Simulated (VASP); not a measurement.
# Tc (P6_3/mmc) in VASP: further runs

The runs below take Tc through single point, relaxation of cell and atoms, with PBE.

All numbers are computed with VASP 6.6.1; they aren't measurements. Logs are shortened: lines on timing, memory, paths and dates and some standing lists are left out, and cuts for length are marked.

**1. The cell of the first run**

Symmetry: P6_3/mmc, No. 194, hexagonal system. Conventional cell: a = 2.752 Å, b = 2.752 Å, c = 4.401 Å, α = 90.00°, β = 90.00°, γ = 120.00°. Tc (site symmetry -6m2) has 12 Tc at 2.71 to 2.75 Å within 3.6 Å.

**2. Single point, PBE**

The input, INCAR:

```
SYSTEM = Tc
ALGO = Normal ; EDIFF = 1E-6
ENCUT = 520 ; GGA = PE
ISIF = 2 ; ISMEAR = 0
LASPH = .True. ; LCHARG = .False.
LREAL = .False. ; LWAVE = .False.
NBANDS = 20 ; NELM = 60
PREC = Accurate ; SIGMA = 0.05
```

The input, KPOINTS:

```
k-points
0
Gamma
  18 18 10
  0 0 0
```

The input, POSCAR:

```
Tc
1.0
    2.7520485012      0.0000000000      0.0000000000
   -1.3760242506      2.3833439145      0.0000000000
    0.0000000000      0.0000000000      4.4007408701
Tc
2
Direct
    0.3333333333      0.6666666667      0.2500000000
    0.6666666667      0.3333333333      0.7500000000
```

Potentials or basis: VASP PAW PBE potentials, release 64 (Tc_pv).

On the command line:

```
cat potpaw_PBE.64/Tc_pv/POTCAR > POTCAR
mpirun -np 1 vasp_std > vasp.out
```

OUTCAR:

```text
SYSTEM = Tc
   EDIFF = 1E-6
   ENCUT = 520
   GGA = PE
   ISIF = 2
   ISMEAR = 0
   LASPH = .True.
   LREAL = .False.
   NELM = 60
   PREC = Accurate

 ion  position               nearest neighbor table
   1  0.333  0.667  0.250-   2 2.71   2 2.71   2 2.71   2 2.71   2 2.71   2 2.71
   2  0.667  0.333  0.750-   1 2.71   1 2.71   1 2.71   1 2.71   1 2.71   1 2.71

  LATTYP: Found a hexagonal cell.
 ALAT       =     2.7520485012
 C/A-ratio  =     1.5990782387

  Lattice vectors:

 A1 = (   2.7520485012,   0.0000000000,   0.0000000000)
 A2 = (  -1.3760242506,   2.3833439145,   0.0000000000)
 A3 = (   0.0000000000,   0.0000000000,   4.4007408701)

Analysis of symmetry for initial positions (statically):
=====================================================================
 Subroutine PRICEL returns:
 Original cell was already a primitive cell.

 Routine SETGRP: Setting up the symmetry group for a
 hexagonal supercell.

 Subroutine GETGRP returns: Found 24 space group operations
 (whereof 12 operations were pure point group operations)
 out of a pool of 24 trial point group operations.

The static configuration has the point symmetry D_3d.
 The point group associated with its full space group is D_6h.

Analysis of symmetry for dynamics (positions and initial velocities):
=====================================================================
 Subroutine PRICEL returns:
 Original cell was already a primitive cell.

 Routine SETGRP: Setting up the symmetry group for a
 hexagonal supercell.

 Subroutine GETGRP returns: Found 24 space group operations
 (whereof 12 operations were pure point group operations)
 out of a pool of 24 trial point group operations.

The dynamic configuration has the point symmetry D_3d.
 The point group associated with its full space group is D_6h.

 Subroutine INISYM returns: Found 24 space group operations
 (whereof 12 operations are pure point group operations),
 and found     1 'primitive' translations

----------------------------------------------------------------------------------------

                                     Primitive cell

  volume of cell :      28.8648

  direct lattice vectors                    reciprocal lattice vectors
     2.752048501  0.000000000  0.000000000     0.363365689  0.209789278  0.000000000
    -1.376024251  2.383343915  0.000000000     0.000000000  0.419578557  0.000000000
     0.000000000  0.000000000  4.400740870     0.000000000  0.000000000  0.227234466

  length of vectors
     2.752048501  2.752048501  4.400740870     0.419578557  0.419578557  0.227234466

  position of ions in fractional coordinates (direct lattice)
     0.333333333  0.666666667  0.250000000
     0.666666667  0.333333333  0.750000000

  ion indices of the primitive-cell ions
   primitive index   ion index
                 1           1
                 2           2

----------------------------------------------------------------------------------------

 KPOINTS: k-points

Automatic generation of k-mesh.
 Grid dimensions read from file:
 generate k-points for:   18   18   10

 Generating k-lattice:

  Cartesian coordinates                     Fractional coordinates (reciprocal lattice)
     0.020186983  0.011654960  0.000000000     0.055555556  0.000000000  0.000000000
     0.000000000  0.023309920  0.000000000     0.000000000  0.055555556  0.000000000
     0.000000000  0.000000000  0.022723447     0.000000000  0.000000000  0.100000000

  Length of vectors
     0.023309920  0.023309920  0.022723447

  Shift w.r.t. Gamma in fractional coordinates (k-lattice)
     0.000000000  0.000000000  0.000000000

 Subroutine IBZKPT returns following result:
 ===========================================

 Found    222 irreducible k-points:

 Following reciprocal coordinates:
            Coordinates               Weight
  0.000000  0.000000  0.000000      1.000000
  0.055556  0.000000  0.000000      6.000000
  0.111111  0.000000  0.000000      6.000000
  0.166667  0.000000  0.000000      6.000000
  0.222222 -0.000000  0.000000      6.000000
  0.277778 -0.000000  0.000000      6.000000
[... 16 lines left out ...]
  0.333333  0.111111  0.000000     12.000000
  0.388889  0.111111  0.000000     12.000000
 [... further k-points ...]
   k-points           NKPTS =    222   k-points in BZ     NKDIM =    222   number of bands    NBANDS=     20
   number of dos      NEDOS =    301   number of ions     NIONS =      2
   total plane-waves  NPLWV =  14400
   dimension x,y,z NGX =    20 NGY =   20 NGZ =   36
   dimension x,y,z NGXF=    40 NGYF=   40 NGZF=   72
   ions per type =               2
   NGX,Y,Z   is equivalent  to a cutoff of  12.08, 12.08, 13.60 a.u.
   NGXF,Y,Z  is equivalent  to a cutoff of  24.16, 24.16, 27.20 a.u.
 SYSTEM =  Tc
   PREC   = accura    normal or accurate (medium, high low for compatibility)
   ISTART =      0    job   : 0-new  1-cont  2-samecut
   ICHARG =      2    charge: 1-file 2-atom 10-const
   ISPIN  =      1    spin polarized calculation?
   LNONCOLLINEAR =      F non collinear calculations
   LSORBIT =      F    spin-orbit coupling
   LASPH  =      T    aspherical Exc in radial PAW
   ENCUT  =  520.0 eV  38.22 Ry    6.18 a.u.   5.12  5.12  8.18*2*pi/ulx,y,z
   NELM   =     60;   NELMIN=  2; NELMDL= -5     # of ELM steps
   EDIFF  = 0.1E-05   stopping-criterion for ELM
   LREAL  =      F    real-space projection
   EDIFFG = 0.1E-04   stopping-criterion for IOM
   NSW    =      0    number of steps for IOM
   IBRION =     -1    ionic relax: 0-MD 1-quasi-New 2-CG
   NFREE  =      0    steps in history (QN), initial steepest desc. (CG)
   ISIF   =      2    stress and relaxation
   ISYM   =      2    0-nonsym 1-usesym 2-fastsym
   POTIM  = 0.5000    time-step for ionic-motion
   TEBEG  =    0.0;   TEEND  =   0.0 temperature during run
   PSTRESS=    0.0 pullay stress
   NELECT =      26.0000    total number of electrons
   NUPDOWN=      -1.0000    fix difference up-down
   EMIN   =  10.00;   EMAX   =-10.00  energy-range for DOS
   EFERMI =   0.00;   METHOD = LEGACY
   ISMEAR =     0;   SIGMA  =   0.05  broadening in eV -4-tet -1-fermi 0-gaus
   EFERMI_NEDOS =   21; number of points for ismear=-14 and -15
   IALGO  =     38    algorithm
   IMIX   =      4    mixing-type and parameters
     AMIX     =   0.40;   BMIX     =  1.00
     AMIX_MAG =   1.60;   BMIX_MAG =  1.00
  volume/ion in A,a.u.               =      14.43        97.39
  Fermi-wavevector in a.u.,A,eV,Ry     =   1.581041  2.987734 34.010348  2.499690
  Thomas-Fermi vector in A             =   2.681177
   LORBIT       =      0    0 simple, 1 ext, 2 COOP (PROOUT), +10 PAW based schemes
   GGA     = PE    functional components
   LHFCALC =     F    Hartree Fock is set to
   AEXX    =    0.0000 exact exchange contribution
   IVDW    =     0    specifies the selected vdW correction
   LEPSILON=     F    determine dielectric tensor
   LRPA    =     F    only Hartree local field effects (RPA)
 non-spin polarized calculation
 Gauss-broadening in eV      SIGMA  =   0.05
  energy-cutoff  :      520.00
  volume of cell :       28.86
 maximum number of plane-waves:       792
   NGX = 11   NGY = 11   NGZ = 17

 number of electron      25.9999996 magnetization

 Free energy of the ion-electron system (eV)
  ---------------------------------------------------
  ext. energy  EPLUGINS =         0.00000000
  ---------------------------------------------------
  free energy    TOTEN  =       -20.70452569 eV

  energy without entropy =      -20.70228478  energy(sigma->0) =      -20.70340523

 E-fermi :  12.4698     XC(G=0): -13.7466

 val. band max:       12.4684021314   @ k =   0.3333   0.2778   0.5000
 cond. band min:      12.4705026138   @ k =   0.1111   0.1111   0.0000
 fundamental gap:      0.0021004824
 Fermi energy:        12.4698012626

 k-point     1 :       0.0000    0.0000    0.0000
  band No.  band energies     occupation
      1     -26.9247      2.00000
      2     -25.8519      2.00000
      3     -25.8519      2.00000
      4     -25.6678      2.00000
      5     -25.6678      2.00000
      6     -25.6223      2.00000
[... 12 lines left out ...]
     19      23.4915      0.00000
     20      26.7951      0.00000

 k-point     2 :       0.0556    0.0000    0.0000
  band No.  band energies     occupation
      1     -26.9124      2.00000
      2     -25.8794      2.00000
      3     -25.8610      2.00000
      4     -25.6964      2.00000
      5     -25.6715      2.00000
      6     -25.6275      2.00000
[... 12 lines left out ...]
     19      23.4765      0.00000
     20      27.0255      0.00000

 k-point     3 :       0.1111    0.0000    0.0000
  band No.  band energies     occupation
      1     -26.8764      2.00000
      2     -25.9588      2.00000
      3     -25.8867      2.00000
      4     -25.7782      2.00000
      5     -25.6828      2.00000
      6     -25.6434      2.00000
[... 12 lines left out ...]
     19      23.4195      0.00000
     20      27.6437      0.00000

 k-point     4 :       0.1667    0.0000    0.0000
  band No.  band energies     occupation
      1     -26.8188      2.00000
      2     -26.0803      2.00000
      3     -25.9250      2.00000
      4     -25.9008      2.00000
      5     -25.7009      2.00000
      6     -25.6700      2.00000
[... 12 lines left out ...]
     19      23.3041      0.00000
     20      28.2967      0.00000

 k-point     5 :       0.2222   -0.0000    0.0000
  band No.  band energies     occupation
      1     -26.7431      2.00000
      2     -26.2290      2.00000
      3     -26.0471      2.00000
      4     -25.9704      2.00000
      5     -25.7242      2.00000
      6     -25.7074      2.00000
[... 12 lines left out ...]
     19      23.1389      0.00000
     20      27.8803      0.00000
[... 353 lines left out ...]
      6     -25.7716      2.00000
[... 12 lines left out ...]
     19      23.0175      0.00000
     20      26.2894      0.00000

 k-point    22 :       0.2778    0.1111    0.0000
  band No.  band energies     occupation
      1     -26.5324      2.00000
      2     -26.5181      2.00000
      3     -26.3664      2.00000
      4     -26.0838      2.00000
      5     -25.8363      2.00000
      6     -25.8283      2.00000
[... 12 lines left out ...]
     19      23.1158      0.00000
     20      24.5506      0.00000

 k-point    23 :       0.3333    0.1111    0.0000
  band No.  band energies     occupation
      1     -26.6296      2.00000
      2     -26.4442      2.00000
      3     -26.4417      2.00000
      4     -26.1376      2.00000
      5     -25.8893      2.00000
      6     -25.8622      2.00000
[... 12 lines left out ...]
     19      23.6877      0.00000
     20      24.2370      0.00000

 k-point    24 :       0.3889    0.1111    0.0000
  band No.  band energies     occupation
      1     -26.7018      2.00000
      2     -26.4947      2.00000
      3     -26.3683      2.00000
      4     -26.1722      2.00000
      5     -25.9433      2.00000
      6     -25.8791      2.00000
[... 12 lines left out ...]
     19      23.9676      0.00000
     20      24.6818      0.00000

 [... further k-points ...]

------------------------ aborting loop because EDIFF is reached ----------------------------------------

  FORCE on cell =-STRESS in cart. coord.  units (eV):
  Direction    XX          YY          ZZ          XY          YZ          ZX
  --------------------------------------------------------------------------------------
  -------------------------------------------------------------------------------------
  Total       -0.1163035     -0.1163035     -0.1291919      0.0000000      0.0000000      0.0000000
  in kB       -6.4555704     -6.4555704     -7.1709581      0.0000000      0.0000000      0.0000000
  external PRESSURE =      -6.6940329 kB  Pullay stress =       0.0000000 kB

 VOLUME and BASIS-vectors are now :
 -----------------------------------------------------------------------------
  energy-cutoff  :      520.00
  volume of cell :       28.86
      direct lattice vectors                 reciprocal lattice vectors
     2.752048501  0.000000000  0.000000000     0.363365689  0.209789278  0.000000000
    -1.376024251  2.383343915  0.000000000     0.000000000  0.419578557  0.000000000
     0.000000000  0.000000000  4.400740870     0.000000000  0.000000000  0.227234466

 POSITION                                       TOTAL-FORCE (eV/Angst)
 -----------------------------------------------------------------------------------
     -0.00000      1.58890      1.10019        -0.000000      0.000000      0.000000
      1.37602      0.79445      3.30056         0.000000     -0.000000      0.000000
 -----------------------------------------------------------------------------------
    total drift:                                0.000000     -0.000000      0.000000

  FREE ENERGIE OF THE ION-ELECTRON SYSTEM (eV)
  ---------------------------------------------------
  free  energy   TOTEN  =       -20.7045256864 eV

  energy  without entropy=      -20.7022847834  energy(sigma->0) =      -20.70340523
```

Run time: 43 s. Hardware: 1 thread of Intel Xeon Platinum 8488C (Sapphire Rapids), shared host; peak memory 0.22 GiB.

What came out:

```yaml
Free_energy: -20.7045 eV
Pressure: -0.7 GPa
Band_gap_on_the_k_mesh: zero (bands 13 and 14 overlap by 3.36 eV)
```

**3. Relaxation of cell and atoms, PBE**

This run uses another cell than the first one, of 14.30 Å³/atom.

The input, INCAR:

```
SYSTEM = Tc
ALGO = Fast
EDIFF = 1E-7
EDIFFG = -0.01
ENCUT = 600
GGA = PE
IBRION = 2
ISIF = 3
ISMEAR = 0
LASPH = .TRUE.
LCHARG = .FALSE.
LREAL = .FALSE.
LWAVE = .FALSE.
NELM = 100
NSW = 80
PREC = Accurate
SIGMA = 0.05
```

The input, KPOINTS:

```
k-points
0
G
  18 18 10
  0 0 0
```

The input, POSCAR:

```
Tc
1.0
    2.7400000000      0.0000000000      0.0000000000
   -1.3700000000      2.3729096064      0.0000000000
    0.0000000000      0.0000000000      4.3980000000
Tc
2
Direct
    0.3333333333      0.6666666667      0.2500000000
    0.6666666667      0.3333333333      0.7500000000
```

Potentials or basis: VASP PAW PBE potentials, release 64 (Tc_pv).

On the command line:

```
cat potpaw_PBE.64/Tc_pv/POTCAR > POTCAR
mpirun -np 1 vasp_std > vasp.out
```

Run time: 2.9 min. Hardware: 1 thread of Intel Xeon Platinum 8488C (Sapphire Rapids), shared host; peak memory 0.25 GiB.

It converged, with:

```
Free energy                           : -20.7053 eV
Relaxed volume                        : 14.41 Å³/atom
Relaxed cell                          : a = 2.751 Å, b = 2.751 Å, c = 4.396 Å, α = 90.00°, β = 90.00°, γ = 120.00°
Space group after relaxing (to 0.1 Å) : P6_3/mmc (No. 194)
Energy gained by relaxing             : 0.9 meV/atom
Ionic steps                           : 4
Pressure after relaxing               : 0.0 GPa
Band gap on the k mesh                : zero (bands 13 and 14 overlap by 3.37 eV)
```

Stress tensor (GPa, compression positive):
```
-0.03  0.00  0.00
 0.00 -0.03  0.00
 0.00  0.00  0.10
```

The path:
| step | energy change (eV) | largest force (eV/Å) | pressure (GPa) | volume (Å³) |
| --- | --- | --- | --- | --- |
| 1 | 0.0000 | 0.0000 | 2.33 | 28.59 |
| 2 | 0.0113 | 0.0000 | -6.36 | 29.46 |
| 3 | -0.0017 | 0.0000 | -0.08 | 28.82 |
| 4 | -0.0018 | 0.0000 | 0.01 | 28.81 |

Final structure:
```xyz
2
Lattice="2.7510 0.0000 0.0000 -1.3755 2.3824 0.0000 0.0000 0.0000 4.3962" Properties=species:S:1:pos:R:3 pbc="T T T"
Tc    0.0000    1.5883    1.0991
Tc    1.3755    0.7941    3.2972
```

Levels at points of the mesh, in eV from the Fermi level:
```csv
k point,band 11,band 12,band 13,band 14,band 15,band 16
"(0.00, 0.00, 0.00)",-1.39,-0.78,-0.78,-0.12,-0.12,1.73
"(0.50, 0.00, 0.00)",-1.07,-0.91,-0.44,2.91,3.34,3.34
"(0.00, 0.00, 0.50)",-1.64,-1.64,-1.64,-1.64,1.88,1.88
"(0.50, 0.00, 0.50)",0.16,0.16,1.44,1.44,3.16,3.16
```

PBE usually gives volumes a little too large and moduli too small. Zero-point motion and thermal expansion aren't in these numbers.
